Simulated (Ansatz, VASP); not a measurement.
# Ta3Ga: VASP beside Ansatz

```
CELL_PARAMETERS angstrom
5.76558 0.00000 0.00000
-2.88279 4.99313 0.00000
0.00000 0.00000 4.88063
ATOMIC_POSITIONS crystal
Ta 0.83572 0.67144 0.25000
Ta 0.16428 0.83572 0.75000
Ta 0.32856 0.16428 0.25000
Ta 0.16428 0.32856 0.75000
Ta 0.83572 0.16428 0.25000
Ta 0.67144 0.83572 0.75000
Ga 0.33333 0.66667 0.25000
Ga 0.66667 0.33333 0.75000
```

Alike in both runs: functional PBE; k mesh 3 × 3 × 4; occupations gaussian, width 0.1 eV; no spin polarisation.

Ansatz relaxed the structure, and its values are those at the end. VASP's run is a single point on that final structure, the one shown.

|  | VASP | Ansatz |
| --- | --- | --- |
| version | VASP 6.6.1 | Ansatz 0.2.0 |
| potentials or method | VASP PAW PBE potentials, release 64 (Ta_pv, Ga_d), cutoff 520 eV | scalar-relativistic, plane waves, PAW |
| valence electrons in the cell | 92 | 104 |

Ansatz gave:

| Quantity | Value |
| --- | --- |
| gap on the k mesh at the Fermi level (eV) | none |
| pressure (GPa) | 0.0 |
| rms of the force components (eV/Å) | 0.008 |

Problem. Estimate VASP's values.

Solution. gap on the k mesh at the Fermi level (eV): none; pressure (GPa): 0.1; rms of the force components (eV/Å): 0.011.

A gap of «none» marks a metal or a gap that the smearing closes. VASP's potentials hold 92 valence electrons a cell and Ansatz's 104, so a difference there can come from the potentials and not from the codes.

The k mesh is coarse, so the values compare programs but aren't converged. Neither program's run includes spin-orbit coupling.
